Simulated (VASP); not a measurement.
# AgCl (P2_1/m) in VASP: a series of runs

The runs below take AgCl through single point, with PBE.

All numbers are computed with VASP 6.6.1; they aren't measurements. Logs are shortened: lines on timing, memory, paths and dates and some standing lists are left out, and cuts for length are marked.

## (1) The cell of the first run

The typed cell holds 4 atoms: a = 3.889 Å, b = 3.888 Å, c = 5.496 Å, α = 90.00°, β = 89.96°, γ = 90.00°.

## (2) Single point, PBE (20.77 Å³/atom)

Input file INCAR:

```
  PREC = Accurate
  ENCUT = 520
  EDIFF = 1E-6
  ISMEAR = 0
  SIGMA = 0.01
  LREAL = F
  LASPH = T
  NELM = 60
  ALGO = Normal
  ISIF = 2
  LWAVE = F
  LCHARG = F
  GGA = PE
  NBANDS = 26
```

Input file KPOINTS:

```
regular mesh
0
Gamma
  6 6 4
```

Input file POSCAR:

```
AgCl
1.0
    3.8838736894      0.0000000000      0.1931475457
    0.0000000000      3.8875763828      0.0000000000
   -0.2690555130      0.0000000000      5.4895178148
Ag Cl
2 2
Direct
    0.2503409233      0.2500000000      0.2503830942
    0.7496590767      0.7500000000      0.7496169058
    0.7499411149      0.7500000000      0.2497124012
    0.2500588851      0.2500000000      0.7502875988
```

Potentials or basis: VASP PAW PBE potentials, release 64 (Ag, Cl).

Run with:

```console
cat potpaw_PBE.64/Ag/POTCAR potpaw_PBE.64/Cl/POTCAR > POTCAR
mpirun -np 1 vasp_std > vasp.out
```

OUTCAR:

```text
PREC = Accurate
   ENCUT = 520
   EDIFF = 1E-6
   ISMEAR = 0
   LREAL = F
   LASPH = T
   NELM = 60
   ISIF = 2
   GGA = PE

 ion  position               nearest neighbor table
   1  0.250  0.250  0.250-   4 2.75   3 2.75   3 2.75   4 2.75   3 2.75   3 2.75
   2  0.750  0.750  0.750-   3 2.75   4 2.75   4 2.75   3 2.75   4 2.75   4 2.75
   3  0.750  0.750  0.250-   2 2.75   1 2.75   1 2.75   2 2.75   1 2.75   1 2.75
   4  0.250  0.250  0.750-   1 2.75   2 2.75   2 2.75   1 2.75   2 2.75   2 2.75

  LATTYP: Found a simple monoclinic cell.
 ALAT       =     3.8886733997
 B/A-ratio  =     0.9997178943
 C/A-ratio  =     1.4133630802
 COS(beta)  =    -0.0007163045

  Lattice vectors:

 A1 = (   3.8838736894,   0.0000000000,   0.1931475457)
 A2 = (   0.0000000000,  -3.8875763828,   0.0000000000)
 A3 = (   0.2690555130,   0.0000000000,  -5.4895178148)

Analysis of symmetry for initial positions (statically):
=====================================================================
 Subroutine PRICEL returns:
 Original cell was already a primitive cell.

 Routine SETGRP: Setting up the symmetry group for a
 simple monoclinic supercell.

 Subroutine GETGRP returns: Found  4 space group operations
 (whereof  2 operations were pure point group operations)
 out of a pool of  4 trial point group operations.

The static configuration has the point symmetry S_2 .
 The point group associated with its full space group is C_2h.

Analysis of symmetry for dynamics (positions and initial velocities):
=====================================================================
 Subroutine PRICEL returns:
 Original cell was already a primitive cell.

 Routine SETGRP: Setting up the symmetry group for a
 simple monoclinic supercell.

 Subroutine GETGRP returns: Found  4 space group operations
 (whereof  2 operations were pure point group operations)
 out of a pool of  4 trial point group operations.

The dynamic configuration has the point symmetry S_2 .
 The point group associated with its full space group is C_2h.

 Subroutine INISYM returns: Found  4 space group operations
 (whereof  2 operations are pure point group operations),
 and found     1 'primitive' translations

----------------------------------------------------------------------------------------

                                     Primitive cell

  volume of cell :      83.0875

  direct lattice vectors                    reciprocal lattice vectors
     3.883873689  0.000000000  0.193147546     0.256848852  0.000000000  0.012588829
     0.000000000  3.887576383  0.000000000     0.000000000  0.257229673  0.000000000
    -0.269055513  0.000000000  5.489517815    -0.009037174  0.000000000  0.181722427

  length of vectors
     3.888673400  3.887576383  5.496107414     0.257157173  0.257229673  0.181947000

  position of ions in fractional coordinates (direct lattice)
     0.250340923  0.250000000  0.250383094
     0.749659077  0.750000000  0.749616906
     0.749941115  0.750000000  0.249712401
     0.250058885  0.250000000  0.750287599

  ion indices of the primitive-cell ions
   primitive index   ion index
                 1           1
                 2           2
                 3           3
                 4           4

----------------------------------------------------------------------------------------

 KPOINTS: regular mesh

Automatic generation of k-mesh.
 Grid dimensions read from file:
 generate k-points for:    6    6    4

 Generating k-lattice:

  Cartesian coordinates                     Fractional coordinates (reciprocal lattice)
     0.042808142  0.000000000  0.002098138     0.166666667  0.000000000 -0.000000000
     0.000000000  0.042871612  0.000000000     0.000000000  0.166666667  0.000000000
    -0.002259293  0.000000000  0.045430607     0.000000000  0.000000000  0.250000000

  Length of vectors
     0.042859529  0.042871612  0.045486750

  Shift w.r.t. Gamma in fractional coordinates (k-lattice)
     0.000000000  0.000000000  0.000000000

 Subroutine IBZKPT returns following result:
 ===========================================

 Found     56 irreducible k-points:

 Following reciprocal coordinates:
            Coordinates               Weight
  0.000000  0.000000  0.000000      1.000000
  0.166667  0.000000  0.000000      2.000000
  0.333333  0.000000  0.000000      2.000000
  0.500000  0.000000  0.000000      1.000000
  0.000000  0.166667  0.000000      2.000000
  0.166667  0.166667  0.000000      4.000000
[... 16 lines left out ...]
  0.000000  0.166667  0.250000      4.000000
  0.166667  0.166667  0.250000      4.000000
 [... further k-points ...]
   k-points           NKPTS =     56   k-points in BZ     NKDIM =     56   number of bands    NBANDS=     26
   number of dos      NEDOS =    301   number of ions     NIONS =      4
   total plane-waves  NPLWV =  37800
   dimension x,y,z NGX =    30 NGY =   30 NGZ =   42
   dimension x,y,z NGXF=    60 NGYF=   60 NGZF=   84
[... 67 lines left out ...]
 Fermi energy:         4.2205941782

 k-point     1 :       0.0000    0.0000    0.0000
  band No.  band energies     occupation
      1     -11.1719      2.00000
      2     -10.6813      2.00000
      3      -0.3628      2.00000
      4       0.9550      2.00000
      5       0.9569      2.00000
      6       1.2597      2.00000
[... 18 lines left out ...]
     25      15.0037      0.00000
     26      15.8028      0.00000

 k-point     2 :       0.1667    0.0000    0.0000
  band No.  band energies     occupation
      1     -11.0965      2.00000
      2     -10.6649      2.00000
      3      -0.2940      2.00000
      4       0.2062      2.00000
      5       0.4776      2.00000
      6       0.6684      2.00000
[... 18 lines left out ...]
     25      14.8211      0.00000
     26      15.1182      0.00000

 k-point     3 :       0.3333    0.0000    0.0000
  band No.  band energies     occupation
      1     -10.9147      2.00000
      2     -10.6572      2.00000
      3      -0.5966      2.00000
      4      -0.3489      2.00000
      5      -0.0893      2.00000
      6       0.0200      2.00000
[... 18 lines left out ...]
     25      13.2783      0.00000
     26      13.3193      0.00000

 k-point     4 :       0.5000    0.0000    0.0000
  band No.  band energies     occupation
      1     -10.7371      2.00000
      2     -10.7367      2.00000
      3      -0.8298      2.00000
      4      -0.8287      2.00000
      5      -0.0982      2.00000
      6      -0.0981      2.00000
[... 18 lines left out ...]
     25      12.5973      0.00000
     26      12.5976      0.00000

 k-point     5 :       0.0000    0.1667    0.0000
  band No.  band energies     occupation
      1     -11.0964      2.00000
      2     -10.6649      2.00000
      3      -0.2940      2.00000
      4       0.2071      2.00000
      5       0.4760      2.00000
      6       0.6690      2.00000
[... 18 lines left out ...]
     25      14.8188      0.00000
     26      15.1496      0.00000

 k-point     6 :       0.1667    0.1667    0.0000
  band No.  band energies     occupation
      1     -11.0314      2.00000
      2     -10.6532      2.00000
      3      -0.2164      2.00000
      4      -0.0208      2.00000
      5      -0.0020      2.00000
      6       0.2774      2.00000
[... 427 lines left out ...]
 k-point    21 :      -0.3333    0.0000    0.2500
  band No.  band energies     occupation
      1     -10.8593      2.00000
      2     -10.6762      2.00000
      3      -0.8819      2.00000
      4      -0.6167      2.00000
      5      -0.1416      2.00000
      6      -0.0009      2.00000
[... 18 lines left out ...]
     25      12.7712      0.00000
     26      12.8345      0.00000

 k-point    22 :      -0.1667    0.0000    0.2500
  band No.  band energies     occupation
      1     -11.0197      2.00000
      2     -10.7125      2.00000
      3      -0.5972      2.00000
      4       0.1793      2.00000
      5       0.2629      2.00000
      6       0.4620      2.00000
[... 18 lines left out ...]
     25      13.9794      0.00000
     26      14.2286      0.00000

 k-point    23 :       0.0000    0.1667    0.2500
  band No.  band energies     occupation
      1     -11.0198      2.00000
      2     -10.7122      2.00000
      3      -0.5974      2.00000
      4       0.1791      2.00000
      5       0.2636      2.00000
      6       0.4602      2.00000
[... 18 lines left out ...]
     25      13.9769      0.00000
     26      14.2244      0.00000

 k-point    24 :       0.1667    0.1667    0.2500
  band No.  band energies     occupation
      1     -10.9615      2.00000
      2     -10.6915      2.00000
      3      -0.6039      2.00000
      4      -0.1707      2.00000
      5       0.0417      2.00000
      6       0.3169      2.00000
[... 18 lines left out ...]
     25      13.5726      0.00000
     26      13.7288      0.00000

 [... further k-points ...]

------------------------ aborting loop because EDIFF is reached ----------------------------------------

  FORCE on cell =-STRESS in cart. coord.  units (eV):
  Direction    XX          YY          ZZ          XY          YZ          ZX
  --------------------------------------------------------------------------------------
  -------------------------------------------------------------------------------------
  Total        1.4994532      1.5006098      1.5015191      0.0000000      0.0000000     -0.0017261
  in kB       28.9139882     28.9362899     28.9538241      0.0000000      0.0000000     -0.0332852
  external PRESSURE =      28.9347007 kB  Pullay stress =       0.0000000 kB

 VOLUME and BASIS-vectors are now :
 -----------------------------------------------------------------------------
  energy-cutoff  :      520.00
  volume of cell :       83.09
      direct lattice vectors                 reciprocal lattice vectors
     3.883873689  0.000000000  0.193147546     0.256848852  0.000000000  0.012588829
     0.000000000  3.887576383  0.000000000     0.000000000  0.257229673  0.000000000
    -0.269055513  0.000000000  5.489517815    -0.009037174  0.000000000  0.181722427

 POSITION                                       TOTAL-FORCE (eV/Angst)
 -----------------------------------------------------------------------------------
      0.90493      0.97189      1.42284        -0.002743     -0.000000     -0.001440
      2.70989      2.91568      4.25983         0.002743     -0.000000      0.001440
      2.84549      2.91568      1.51565         0.003050     -0.000000      0.001982
      0.76933      0.97189      4.16702        -0.003050      0.000000     -0.001982
 -----------------------------------------------------------------------------------
    total drift:                               -0.000000      0.000000      0.000000

  FREE ENERGIE OF THE ION-ELECTRON SYSTEM (eV)
  ---------------------------------------------------
  free  energy   TOTEN  =       -10.7575946332 eV

  energy  without entropy=      -10.7575946332  energy(sigma->0) =      -10.75759463
```

Wall time 60 s (1 thread of Intel Xeon Platinum 8488C (Sapphire Rapids), shared host); peak memory 0.24 GiB.

Results:

- Free energy: -10.7576 eV
- Pressure: 2.9 GPa
- Largest force: 0.004 eV/Å
- Band gap on the k mesh: 0.90 eV

Forces in eV/Å, atoms in the order of the input:
```
Ag  -0.003  0.000 -0.001
Ag   0.003  0.000  0.001
Cl   0.003  0.000  0.002
Cl  -0.003  0.000 -0.002
```

A k mesh can miss the band edges.

## (3) Single point, PBE (21.43 Å³/atom)

This run uses another cell than the first one, of 21.43 Å³/atom.

Input file INCAR:

```
SYSTEM = AgCl
PREC = Accurate
ENCUT = 520
EDIFF = 1E-6
ISMEAR = 0
SIGMA = 0.01
LREAL = .False.
LASPH = .True.
NELM = 60
ALGO = Normal
ISIF = 2
LWAVE = .False.
LCHARG = .True.
GGA = PE
LELF = .True.
LVHAR = .True.
NBANDS = 26
```

Input file KPOINTS:

```
regular mesh
0
Gamma
  6 6 4
  0 0 0
```

Input file POSCAR:

```
AgCl
1.0
    3.9247595749      0.0000000000      0.1951808272
    0.0000000000      3.9285012469      0.0000000000
   -0.2718878844      0.0000000000      5.5473064596
Ag Cl
2 2
Direct
    0.2503409233      0.2500000000      0.2503830942
    0.7496590767      0.7500000000      0.7496169058
    0.7499411149      0.7500000000      0.2497124012
    0.2500588851      0.2500000000      0.7502875988
```

Potentials or basis: VASP PAW PBE potentials, release 64 (Ag, Cl).

Run with:

```console
cat potpaw_PBE.64/Ag/POTCAR potpaw_PBE.64/Cl/POTCAR > POTCAR
mpirun -np 1 vasp_std > vasp.out
```

Wall time 68 s (1 thread of Intel Xeon Platinum 8488C (Sapphire Rapids), shared host); peak memory 0.24 GiB.

It converged, with:

- Free energy: -10.7924 eV
- Pressure: 1.2 GPa
- Largest force: 0.003 eV/Å
- Band gap on the k mesh: 0.91 eV

Forces on the atoms (eV/Å):
```
Ag  -0.002  0.000 -0.001
Ag   0.002  0.000  0.001
Cl   0.002  0.000  0.002
Cl  -0.002  0.000 -0.002
```

Levels at points of the mesh, in eV from the valence-band top:
```tsv
k point	band 14	band 15	band 16	band 17	band 18	band 19	band 20	band 21	band 22	band 23
(0.00, 0.00, 0.00)	-2.30	-2.19	-1.94	-1.94	-1.86	0.91	2.39	8.03	8.62	10.85
(0.50, 0.00, 0.00)	-1.67	-1.62	-1.62	-0.08	-0.07	4.94	4.94	6.01	6.01	7.78
(0.00, 0.50, 0.00)	-1.68	-1.62	-1.62	-0.07	-0.07	4.94	4.94	6.01	6.01	7.78
(0.50, 0.50, 0.00)	-1.94	-1.94	-1.94	-1.86	-1.86	2.39	2.39	8.03	8.03	8.61
(0.00, 0.00, 0.50)	-1.75	-1.75	-1.75	-1.33	-1.32	3.41	3.42	7.40	7.43	8.79
(0.50, 0.00, 0.50)	-1.75	0.00	0.00	0.00	0.00	4.25	4.26	6.50	6.51	7.68
(0.00, 0.50, 0.50)	-1.75	0.00	0.00	0.00	0.00	4.26	4.26	6.51	6.51	7.68
(0.50, 0.50, 0.50)	-1.94	-1.94	-1.94	-1.17	-1.17	4.19	4.19	7.88	7.88	7.90
```

## (4) Single point, PBE

This run uses another cell than the first one, of 22.10 Å³/atom.

Input file INCAR:

```
PREC = Accurate
ENCUT = 520
EDIFF = 1E-6
ISMEAR = 0
SIGMA = 0.01
LREAL = F
LASPH = T
NELM = 60
ALGO = Normal
ISIF = 2
LWAVE = F
LCHARG = F
GGA = PE
NBANDS = 26
```

Input file KPOINTS:

```
Automatic mesh
0
Gamma
  6 6 4
```

Input file POSCAR:

```
AgCl
1.0
    3.9648109083      0.0000000000      0.1971726058
    0.0000000000      3.9685907632      0.0000000000
   -0.2746624422      0.0000000000      5.6039155373
Ag Cl
2 2
Direct
    0.2503409233      0.2500000000      0.2503830942
    0.7496590767      0.7500000000      0.7496169058
    0.7499411149      0.7500000000      0.2497124012
    0.2500588851      0.2500000000      0.7502875988
```

Run with:

```console
cat potpaw_PBE.64/Ag/POTCAR potpaw_PBE.64/Cl/POTCAR > POTCAR
mpirun -np 1 vasp_std > vasp.out
```

Wall time 63 s (1 thread of Intel Xeon Platinum 8488C (Sapphire Rapids), shared host); peak memory 0.25 GiB.

Results (log left out):

```yaml
Free_energy: -10.8023 eV
Pressure: -0.1 GPa
Largest_force: 0.003 eV/Å
Band_gap_on_the_k_mesh: 0.92 eV
```

Forces in eV/Å, atoms in the order of the input:
```
Ag  -0.002  0.000 -0.001
Ag   0.002  0.000  0.001
Cl   0.002  0.000  0.003
Cl  -0.002  0.000 -0.003
```

Levels at points of the mesh, in eV from the valence-band top:
```csv
k point,band 15,band 16,band 17,band 18,band 19,band 20,band 21,band 22
"(0.00, 0.00, 0.00)",-2.09,-1.86,-1.86,-1.80,0.92,2.44,8.07,8.52
"(0.50, 0.00, 0.00)",-1.55,-1.55,-0.07,-0.07,4.86,4.86,6.04,6.04
"(0.00, 0.50, 0.00)",-1.55,-1.55,-0.07,-0.07,4.86,4.86,6.03,6.03
"(0.50, 0.50, 0.00)",-1.86,-1.86,-1.80,-1.80,2.44,2.44,8.08,8.08
"(0.00, 0.00, 0.50)",-1.67,-1.67,-1.27,-1.26,3.36,3.36,7.41,7.43
"(0.50, 0.00, 0.50)",0.00,0.00,0.00,0.00,4.34,4.34,6.34,6.34
"(0.00, 0.50, 0.50)",0.00,0.00,0.00,0.00,4.34,4.34,6.34,6.34
"(0.50, 0.50, 0.50)",-1.86,-1.86,-1.10,-1.10,4.15,4.15,7.87,7.87
```

## (5) Single point, PBE (22.76 Å³/atom)

This run uses another cell than the first one, of 22.76 Å³/atom.

Input file INCAR:

```
PREC = Accurate ; ENCUT = 520
EDIFF = 1E-7 ; ISMEAR = 0
SIGMA = 0.01 ; LREAL = False
LASPH = True ; NELM = 80
ALGO = Normal ; ISIF = 2
LWAVE = False ; LCHARG = False
GGA = PE ; NBANDS = 26
```

Input file KPOINTS:

```
regular mesh
0
Gamma
  6 6 4
```

Input file POSCAR:

```
AgCl
1.0
    4.0040690149      0.0000000000      0.1991249368
    0.0000000000      4.0078862966      0.0000000000
   -0.2773820492      0.0000000000      5.6594034582
Ag Cl
2 2
Direct
    0.2503409233      0.2500000000      0.2503830942
    0.7496590767      0.7500000000      0.7496169058
    0.7499411149      0.7500000000      0.2497124012
    0.2500588851      0.2500000000      0.7502875988
```

Run with:

```console
cat potpaw_PBE.64/Ag/POTCAR potpaw_PBE.64/Cl/POTCAR > POTCAR
mpirun -np 1 vasp_std > vasp.out
```

It took 72 s on 1 thread of Intel Xeon Platinum 8488C (Sapphire Rapids), shared host; peak memory 0.24 GiB.

It converged, with:

| Item | Value |
| --- | --- |
| Free energy | -10.7914 eV |
| Pressure | -1.3 GPa |
| Largest force | 0.003 eV/Å |
| Band gap on the k mesh | 0.93 eV |

Forces in eV/Å, atoms in the order of the input:
```
Ag  -0.001  0.000 -0.001
Ag   0.001  0.000  0.001
Cl   0.001  0.000  0.003
Cl  -0.001  0.000 -0.003
```

Levels at points of the mesh, in eV from the valence-band top:
| k point | band 15 | band 16 | band 17 | band 18 | band 19 | band 20 | band 21 | band 22 |
| --- | --- | --- | --- | --- | --- | --- | --- | --- |
| (0.00, 0.00, 0.00) | -2.00 | -1.79 | -1.79 | -1.74 | 0.93 | 2.48 | 8.12 | 8.43 |
| (0.50, 0.00, 0.00) | -1.48 | -1.48 | -0.07 | -0.07 | 4.77 | 4.78 | 6.06 | 6.07 |
| (0.00, 0.50, 0.00) | -1.48 | -1.48 | -0.07 | -0.07 | 4.78 | 4.78 | 6.06 | 6.06 |
| (0.50, 0.50, 0.00) | -1.79 | -1.79 | -1.74 | -1.74 | 2.48 | 2.48 | 8.12 | 8.12 |
| (0.00, 0.00, 0.50) | -1.59 | -1.59 | -1.22 | -1.21 | 3.30 | 3.31 | 7.41 | 7.44 |
| (0.50, 0.00, 0.50) | 0.00 | 0.00 | 0.00 | 0.00 | 4.41 | 4.41 | 6.19 | 6.19 |
| (0.00, 0.50, 0.50) | 0.00 | 0.00 | 0.00 | 0.00 | 4.41 | 4.41 | 6.19 | 6.19 |
| (0.50, 0.50, 0.50) | -1.79 | -1.79 | -1.04 | -1.04 | 4.11 | 4.11 | 7.86 | 7.86 |

## (6) Summary

| cell | gap on the mesh (eV) | pressure (GPa) |
| --- | --- | --- |
| a = 3.889, b = 3.888, c = 5.496 Å, 4 atoms | 0.90 | 2.9 |
| a = 3.930, b = 3.929, c = 5.554 Å, 4 atoms | 0.91 | 1.2 |
| a = 3.970, b = 3.969, c = 5.611 Å, 4 atoms | 0.92 | -0.1 |
| a = 4.009, b = 4.008, c = 5.666 Å, 4 atoms | 0.93 | -1.3 |

Alike in all rows: task single point; level PBE; potentials or basis VASP PAW PBE potentials, release 64 (Ag, Cl); no spin polarisation; k mesh 6 × 6 × 4; cutoff (eV) 520; smearing gaussian 0.01 eV.

Total energies depend on the potentials used, so only differences within one code and one set of settings carry meaning.
